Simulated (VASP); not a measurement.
Set up this calculation in VASP 6.6.1, as the native input.

```yaml
Task: single point
Functional: PBEsol
Potentials_or_basis: VASP PAW PBE potentials, release 64 (C, O, H)
Cutoff: 520 eV
k_mesh: 2 × 2 × 1
Occupations: gaussian, width 0.05 eV
Spin: no spin polarisation
Dipole_correction: no
Further_INCAR_settings: LREAL = Auto; ALGO = Normal; EDIFF = 1e-06; NBANDS = 56
```

The structure of H2C18O lies in POSCAR:

```
H2C18O
1.0
    7.3980000000      0.0000000000      0.0000000000
   -3.6990000000      6.4068560000      0.0000000000
    0.0000000000      0.0000000000     12.0000000000
C O H
18 1 2
Direct
   -0.0031880344     -0.0038088885      0.0629781667
    0.2216990530      0.1087190035      0.0630380833
   -0.0009203498      0.3314861455      0.0629090833
    0.2196110052      0.4417737811      0.0629220833
   -0.0012757758      0.6625925415      0.0629300000
    0.2198690595      0.7730446884      0.0629829167
    0.3322870161     -0.0019677358      0.0630960000
    0.5530873465      0.1084447660      0.0629606667
    0.3320882333      0.3293492159      0.0629230833
    0.5533308648      0.4399688396      0.0628345000
    0.3302401373      0.6628714614      0.0629110833
    0.5551483345      0.7753209999      0.0628836667
    0.6655137793     -0.0041397840      0.0628900833
    0.8866438234      0.1065647488      0.0629127500
    0.6637007611      0.3297497244      0.0628443333
    0.8885469665      0.4420587883      0.0628729167
    0.6657631285      0.6648430993      0.0628832500
    0.8862826816      0.7750736086      0.0629455833
    0.5093185350      0.1100839476      0.3432840833
    0.4775538672      0.1021536929      0.2641249167
    0.4067720119      0.1370847105      0.3782055000
```

One way to write it, as run:

INCAR

```
PREC = Accurate
ENCUT = 520
EDIFF = 1E-6
ISMEAR = 0
SIGMA = 0.05
LREAL = Auto
LASPH = True
NELM = 60
ALGO = Normal
ISIF = 2
LWAVE = False
LCHARG = False
GGA = PS
NBANDS = 56
```

KPOINTS

```
regular mesh
0
Gamma
  2 2 1
```

Potentials or basis: VASP PAW PBE potentials, release 64 (C, O, H).

The run is started by

```console
$ cat potpaw_PBE.64/C/POTCAR potpaw_PBE.64/O/POTCAR potpaw_PBE.64/H/POTCAR > POTCAR
$ mpirun -np 1 vasp_std > vasp.out
```

Results of the run:

| Property | Result |
| --- | --- |
| Largest force | 0.170 eV/Å |
| Band gap on the k mesh | 0.21 eV |

Caveat: the k points lie up to 0.49 Å⁻¹ apart; the PAW data sets were made with another functional, which shifts forces and pressure a little.

Wall time 3.2 min on 1 thread of AMD EPYC 9R45 96-Core Processor (Zen 5) (shared host), peak memory 0.56 GiB.
